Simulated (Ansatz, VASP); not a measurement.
# CdS in VASP and in Ansatz

The input POSCAR:

```
CdS
1.0
    0.0783790623      3.0175938988      3.0175938988
    3.0175938988      0.0783790623      3.0175938988
    3.0175938988      3.0175938988      0.0783790623
Cd S
1 1
Direct
    0.0024257561      0.0024257561      0.0024257561
    0.2475742439      0.2475742439      0.2475742439
```

File INCAR.step1:

```
PREC = Accurate
ENCUT = 520
ISMEAR = 0
SIGMA = 0.01
LREAL = F
LASPH = T
NELM = 60
NBANDS = 16
GGA = PE
ALGO = Normal
EDIFF = 1E-4
LWAVE = T
LCHARG = F
```

Contents of INCAR.step2:

```
PREC = Accurate
ENCUT = 520
EDIFF = 1E-7
ISMEAR = 0
SIGMA = 0.01
LREAL = F
LASPH = T
NELM = 60
ALGO = Normal
ISIF = 2
LWAVE = F
LCHARG = T
METAGGA = R2SCAN
LMIXTAU = T
LELF = T
LVHAR = T
NBANDS = 16
ISTART = 1
```

The input KPOINTS:

```
Automatic mesh
0
Gamma
  8 8 8
```

Input for Ansatz:

```yaml
crystal:
  lattice:
    - [0.0783790623, 3.0175938988, 3.0175938988]
    - [3.0175938988, 0.0783790623, 3.0175938988]
    - [3.0175938988, 3.0175938988, 0.0783790623]
  atoms:
    - { symbol: Cd, position: [0.0024257561, 0.0024257561, 0.0024257561] }
    - { symbol: S, position: [0.2475742439, 0.2475742439, 0.2475742439] }
kpoints:
  mp_grid: { grid: [8, 8, 8] }
  band_path:
    path:
      - [0.0, 0.0, 0.0]
      - [-0.5, -0.5, 0.0]
      - [-0.375, -0.375, 0.25]
      - [-0.375, 0.0, 0.375]
      - [0.0, 0.0, 0.5]
      - [-0.5, -0.25, 0.25]
    npoints: 1
hamiltonian:
  xc: r2scan
scf:
  occupations: { method: fixed }
  n_extra_bands: 4
output:
  forces: true
  stress: true
  eigenvalues: true
  write_density: true
  write_potential: true
  elf: true
  volumetric_format: npy
```

Change from the starting cell: shear_111 strain +4.0%.

Alike in both runs: task single point; functional r2SCAN; k mesh 8 × 8 × 8; no spin polarisation.

|  | VASP | Ansatz |
| --- | --- | --- |
| version | VASP 6.6.1 | Ansatz 0.2.0 |
| potentials or method | VASP PAW PBE potentials, release 64 (Cd, S) | plane waves, PAW |
| plane-wave cutoff (eV) | 520 | 500 |
| occupations | gaussian, width 0.01 eV | fixed |
| valence electrons in the cell | 18 | 26 |

Ansatz gave:

| Quantity | Value |
| --- | --- |
| gap on the k mesh at the Fermi level (eV) | 1.38 |
| pressure (GPa) | -2.2 |
| traceless stress, the component that is largest in VASP (GPa) | -0.74 |
| rms of the force components (eV/Å) | 0.002 |

**Question.** What did VASP give for the same quantities?

**Answer.** gap on the k mesh at the Fermi level (eV): 1.37; pressure (GPa): -2.0; traceless stress, the component that is largest in VASP (GPa): -0.74; rms of the force components (eV/Å): 0.004.

VASP's potentials were made for PBE, not for r2SCAN. Atom by atom the forces differ by 0.002 eV/Å (rms over components). VASP's potentials hold 18 valence electrons a cell and Ansatz's 26, so a difference there can come from the potentials and not from the codes.
